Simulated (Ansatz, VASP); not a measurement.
Two plane-wave programs on Si3N

File INCAR:

```
PREC = Accurate
ENCUT = 520
EDIFF = 1E-7
ISMEAR = 0
SIGMA = 0.05
LREAL = F
LASPH = T
NELM = 100
ALGO = Normal
ISIF = 2
LWAVE = F
LCHARG = F
LDIPOL = T
IDIPOL = 3
DIPOL = 0.5 0.5 0.321
GGA = PE
IVDW = 12
NBANDS = 27
```

File KPOINTS:

```
Automatic mesh
0
Gamma
  7 5 1
```

Contents of POSCAR:

```
Si3N
1.0
    3.8333442755      0.0000000000      0.0000000000
    0.0000000000      5.4211674636      0.0000000000
    0.0000000000      0.0000000000     22.4877586337
Si N
6 2
Direct
    0.5000000000      0.0000000000      0.1778745523
    0.0000000000      0.2500000000      0.1778745523
    0.0000000000      0.5038839981      0.2608672216
    0.5000000000      0.7461160019      0.2608672216
    0.5000000000      0.0086033066      0.3418641564
    0.0000000000      0.2413966934      0.3418641564
    0.6666666667      0.0086033066      0.4797169344
    0.6666666667      0.0086033066      0.5286324363
```

Input for Ansatz:

```yaml
crystal:
  lattice:
    - [3.8333442755, 0.0, 0.0]
    - [0.0, 5.4211674636, 0.0]
    - [0.0, 0.0, 22.4877586337]
  atoms:
    - { symbol: Si, position: [0.5, 0.0, 0.1778745523] }
    - { symbol: Si, position: [0.0, 0.25, 0.1778745523] }
    - { symbol: Si, position: [0.0, 0.5038839981, 0.2608672216] }
    - { symbol: Si, position: [0.5, 0.7461160019, 0.2608672216] }
    - { symbol: Si, position: [0.5, 0.0086033066, 0.3418641564] }
    - { symbol: Si, position: [0.0, 0.2413966934, 0.3418641564] }
    - { symbol: "N", position: [0.6666666667, 0.0086033066, 0.4797169344] }
    - { symbol: "N", position: [0.6666666667, 0.0086033066, 0.5286324363] }
basis:
  ecutwfc: 420
kpoints:
  mp_grid: { grid: [7, 5, 1] }
hamiltonian:
  xc: pbe
  pseudopotentials: { kind: paw, azcp: { folder: soft_1 } }
  dispersion: d3bj
scf:
  occupations: { method: gaussian, width: 0.05 }
output:
  forces: true
  eigenvalues: true
efield:
  axis: 3
  dipole_correction: true
  ramp_width: 0.04
```

Alike in both runs: task single point; functional PBE; dispersion D3(BJ); k mesh 7 × 5 × 1; occupations gaussian, width 0.05 eV; no spin polarisation.

|  | VASP | Ansatz |
| --- | --- | --- |
| version | VASP 6.6.1 | Ansatz 0.2.0 |
| potentials or method | VASP PAW PBE potentials, release 64 (Si, N), cutoff 520 eV | scalar-relativistic, plane waves, PAW |
| valence electrons in the cell | 34 | 34 |

|  | VASP | Ansatz | Ansatz less VASP |
| --- | --- | --- | --- |
| gap on the k mesh at the Fermi level (eV) | none | none | - |
| rms of the force components (eV/Å) | 0.634 | 0.195 | -0.4388 |

Atom by atom the forces differ by 0.519 eV/Å (rms over components). A gap of «none» marks a metal or a gap that the smearing closes. One of these differences is far larger than is usual between the two programs; its cause wasn't traced.

Noted on VASP's run: the standard files for N, O and F lose accuracy on very short bonds.
